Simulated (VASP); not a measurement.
## Na: single point with RPBE

Crystal: Na.

```
Na
1.0
     3.53490    0.00000    0.00000
     0.00000    3.53490    0.00000
     0.00000    0.00000    3.53490
Na
1
Cartesian
  0.0000 0.0000 0.0000
```

This cell differs from its parent crystal: volume scaled by 1.04.

```
Program             : VASP 6.6.1
Task                : single point
Functional          : RPBE
Potentials or basis : VASP PAW PBE potentials, release 64 (Na_pv)
Cutoff              : 520 eV
k mesh              : 10 × 10 × 10
Occupations         : fermi-dirac, width 0.1 eV
Spin                : no spin polarisation
```

- Pressure: -0.1 GPa

Levels at points of the mesh, in eV from the Fermi level:
| k point | band 1 | band 2 | band 3 | band 4 | band 5 | band 6 | band 7 | band 8 |
| --- | --- | --- | --- | --- | --- | --- | --- | --- |
| (0.00, 0.00, 0.00) | -25.23 | -25.23 | -25.23 | -2.97 | 7.73 | 7.73 | 8.81 | 8.81 |
| (0.50, 0.00, 0.00) | -25.27 | -25.23 | -25.23 | 0.01 | 0.10 | 9.88 | 11.14 | 11.14 |
| (0.50, 0.50, 0.00) | -25.26 | -25.26 | -25.23 | 2.72 | 2.72 | 2.99 | 3.59 | 13.33 |
| (0.50, 0.50, 0.50) | -25.26 | -25.26 | -25.26 | 5.48 | 5.48 | 5.48 | 5.48 | 5.48 |

Wall time 11 s on 1 thread of Intel(R) Xeon(R) Platinum 8488C (Sapphire Rapids) (shared host), peak memory 0.15 GiB.

Caveat: the PAW data sets were made with another functional, which shifts forces and pressure a little.
